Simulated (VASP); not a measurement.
A run of VASP 6.6.1 is set up as follows.

Contents of INCAR:

```
SYSTEM = Al
ALGO = Normal
EDIFF = 1E-6
ENCUT = 520
GGA = PE
ISIF = 2
ISMEAR = -1
LASPH = .True.
LCHARG = .False.
LREAL = .False.
LWAVE = .False.
NBANDS = 8
NELM = 100
PREC = Accurate
SIGMA = 0.1
```

The input KPOINTS:

```
k-points
0
Gamma
  12 12 12
  0 0 0
```

Contents of POSCAR:

```
Al
1.0
    0.0000000000      2.0315319763      2.0315319763
    2.0315319763      0.0000000000      2.0315319763
    2.0315319763      2.0315319763      0.0000000000
Al
1
Direct
    0.0000000000      0.0000000000      0.0000000000
```

Potentials or basis: VASP PAW PBE potentials, release 64 (Al).

Command:

```bash
$ cat potpaw_PBE.64/Al/POTCAR > POTCAR
$ mpirun -np 1 vasp_std > vasp.out
```

Problem. What does it give for the pressure?

Solution. -1.2 GPa.
